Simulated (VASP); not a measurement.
**WS2: single point with r2SCAN**

WS2, a slab with vacuum:

```xyz
3
Lattice="3.1621 0.0000 0.0000 -1.5811 2.7385 0.0000 0.0000 0.0000 16.8368" Properties=species:S:1:pos:R:3 pbc="T T T"
W     0.0000    0.0000    0.0000
S     0.0000    1.8257    1.5490
S     0.0000    1.8257   15.2878
```

```
Program             : VASP 6.6.1
Task                : single point
Functional          : r2SCAN
Potentials or basis : VASP PAW PBE potentials, release 64 (W_sv, S)
Cutoff              : 520 eV
k mesh              : 10 × 10 × 2
Occupations         : fermi-dirac, width 0.05 eV
Spin                : no spin polarisation
```

- Largest force: 0.378 eV/Å
- Band gap on the k mesh: 2.17 eV, indirect (least direct gap 2.35 eV)

Forces on the atoms (eV/Å):
```
W    0.000  0.000  0.000
S    0.000  0.000  0.378
S    0.000  0.000 -0.378
```

Levels at points of the mesh, in eV from the valence-band top:
```csv
k point,band 10,band 11,band 12,band 13,band 14,band 15,band 16,band 17
"(0.00, 0.00, 0.00)",-2.24,-1.80,-1.80,0.00,3.14,3.14,3.33,3.33
"(0.50, 0.00, 0.00)",-3.70,-2.27,-1.42,-0.99,3.08,3.56,4.48,5.13
"(0.00, 0.00, 0.50)",-2.24,-1.80,-1.80,0.00,3.14,3.14,3.33,3.33
"(0.50, 0.00, 0.50)",-3.70,-2.27,-1.42,-0.99,3.08,3.56,4.48,5.13
```

Run time: 2.8 min on 1 thread of Intel(R) Xeon(R) 6975P-C (Granite Rapids) (shared host), peak memory 0.32 GiB.

Caveat: the PAW data sets were made with another functional, which shifts forces and pressure a little; spin-orbit coupling is left out, which moves the levels of the heavy elements.
